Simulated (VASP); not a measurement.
**GaN (l): single point with LDA**

Crystal: GaN (l).

```
CELL_PARAMETERS angstrom
0.00000 2.22770 2.22770
2.22770 0.00000 2.22770
2.22770 2.22770 0.00000
ATOMIC_POSITIONS crystal
Ga 0.00000 0.00000 0.00000
N 0.25000 0.25000 0.25000
```

```yaml
Program: VASP 6.6.1
Task: single point
Functional: LDA
Potentials_or_basis: VASP PAW LDA potentials, release 64 (Ga_d, N)
Cutoff: 600 eV
k_mesh: 10 × 10 × 10
Occupations: gaussian, width 0.02 eV
Spin: no spin polarisation
```

```json
{
  "Pressure": "1.0 GPa",
  "Band gap on the k mesh": "1.97 eV, direct"
}
```

Levels at points of the mesh, in eV from the valence-band top:
```csv
k point,band 6,band 7,band 8,band 9,band 10,band 11,band 12,band 13
"(0.00, 0.00, 0.00)",-13.24,0.00,0.00,0.00,1.97,10.33,10.33,10.33
"(0.50, 0.00, 0.00)",-11.86,-7.35,-1.02,-1.02,4.78,8.77,10.38,10.38
"(0.50, 0.50, 0.00)",-11.38,-6.35,-2.86,-2.86,3.26,6.69,11.75,14.12
```

It took 19 s on 1 thread of AMD EPYC 7R13 Processor (Zen 3), on a shared host, peak memory 0.12 GiB.

Expect the measured gap to be larger: semilocal functionals such as LDA lack the derivative discontinuity.
